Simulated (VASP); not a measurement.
Wanted: the native input for a VASP 6.6.1 run.

```
Task                   : single point
Functional             : PBE
Potentials or basis    : VASP PAW PBE potentials, release 64 (C)
Cutoff                 : 520 eV
k mesh                 : 12 × 12 × 4
Occupations            : gaussian, width 0.05 eV
Spin                   : no spin polarisation
Dipole correction      : no
Further INCAR settings : ALGO = Normal; EDIFF = 1e-07; NBANDS = 26
```

The structure of C lies in POSCAR:

```
C
1.0
    2.3921175669      0.0000000000      0.0000000000
   -1.1960587834      2.0716345818      0.0000000000
    0.0000000000      0.0000000000      8.3045881819
C
8
Direct
    0.0000000000      0.0000000000      0.0929681641
    0.0000000000      0.0000000000      0.5929681641
    0.0000000000      0.0000000000      0.4070318359
    0.0000000000      0.0000000000      0.9070318359
    0.3333333333      0.6666666667      0.1555285626
    0.6666666667      0.3333333333      0.6555285626
    0.3333333333      0.6666666667      0.3444714374
    0.6666666667      0.3333333333      0.8444714374
```

This cell differs from its parent crystal: strain -0.050 along x and y, +0.000 along z.

One way to write it, as run:

INCAR

```
  PREC = Accurate
  ENCUT = 520
  EDIFF = 1E-7
  ISMEAR = 0
  SIGMA = 0.05
  LREAL = False
  LASPH = True
  NELM = 80
  ALGO = Normal
  ISIF = 2
  LWAVE = False
  LCHARG = False
  GGA = PE
  NBANDS = 26
```

KPOINTS

```
Automatic mesh
0
Gamma
  12 12 4
```

Potentials or basis: VASP PAW PBE potentials, release 64 (C).

Command:

```sh
$ cat potpaw_PBE.64/C/POTCAR > POTCAR
$ mpirun -np 1 vasp_std > vasp.out
```

Results of the run:

```json
{
  "Pressure": "56.4 GPa",
  "Largest force": "0.425 eV/Å",
  "Band gap on the k mesh": "4.30 eV, direct"
}
```

Caveat: the cell differs from its parent crystal (strain -0.050 along x and y, +0.000 along z).

It took 28 s on 1 thread of AMD EPYC 9R45 (Zen 5), on a shared host, peak memory 0.13 GiB.
